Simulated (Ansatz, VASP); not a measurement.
**Two plane-wave programs on SiO2**

Contents of INCAR:

```
PREC = Accurate ; ENCUT = 520
EDIFF = 1E-7 ; ISMEAR = 0
SIGMA = 0.05 ; LREAL = F
LASPH = T ; NELM = 60
ALGO = Normal ; ISIF = 2
LWAVE = F ; LCHARG = T
GGA = PE ; LELF = T
LVHAR = T ; NBANDS = 25
```

The input KPOINTS:

```
Automatic mesh
0
Gamma
  6 6 10
```

File POSCAR:

```
SiO2
1.0
    4.5869660397      0.0000000000      0.0000000000
    0.0000000000      4.5869660397      0.0000000000
    0.0000000000      0.0000000000      2.6608989996
Si O
2 4
Direct
    0.5000000000      0.5000000000      0.5000000000
    0.0000000000      0.0000000000      0.0000000000
    0.6930127928      0.6930127928      0.0000000000
    0.1930127928      0.8069872072      0.5000000000
    0.3069872072      0.3069872072      0.0000000000
    0.8069872072      0.1930127928      0.5000000000
```

Input for Ansatz:

```yaml
crystal:
  lattice:
    - [4.5869660397, 0.0, 0.0]
    - [0.0, 4.5869660397, 0.0]
    - [0.0, 0.0, 2.6608989996]
  atoms:
    - { symbol: Si, position: [0.5, 0.5, 0.5] }
    - { symbol: Si, position: [0.0, 0.0, 0.0] }
    - { symbol: O, position: [0.6930127928, 0.6930127928, 0.0] }
    - { symbol: O, position: [0.1930127928, 0.8069872072, 0.5] }
    - { symbol: O, position: [0.3069872072, 0.3069872072, 0.0] }
    - { symbol: O, position: [0.8069872072, 0.1930127928, 0.5] }
basis:
  ecutwfc: 520.0
kpoints:
  mp_grid: { grid: [6, 6, 10] }
hamiltonian:
  xc: pbe
  pseudopotentials: { kind: paw, azcp: { folder: soft_1 } }
scf:
  occupations: { method: gaussian, width: 0.05 }
output:
  forces: true
  stress: true
  eigenvalues: true
```

Alike in both runs: task single point; functional PBE; k mesh 6 × 6 × 10; occupations gaussian, width 0.05 eV; no spin polarisation.

|  | VASP | Ansatz |
| --- | --- | --- |
| version | VASP 6.6.1 | Ansatz 0.2.0 |
| potentials or method | VASP PAW PBE potentials, release 64 (Si, O), cutoff 520 eV | scalar-relativistic, plane waves, PAW |
| valence electrons in the cell | 32 | 32 |

Ansatz gave:

```
gap on the k mesh at the Fermi level (eV)                     : 3.01
least direct gap on the mesh (eV)                             : 3.01
pressure (GPa)                                                : -27.8
traceless stress, the component that is largest in VASP (GPa) : 15.21
rms of the force components (eV/Å)                            : 0.902
```

Task: What did VASP give for the same quantities?

Result: gap on the k mesh at the Fermi level (eV): 2.98; least direct gap on the mesh (eV): 2.98; pressure (GPa): -27.5; traceless stress, the component that is largest in VASP (GPa): 15.72; rms of the force components (eV/Å): 0.884.

Atom by atom the forces differ by 0.018 eV/Å (rms over components).
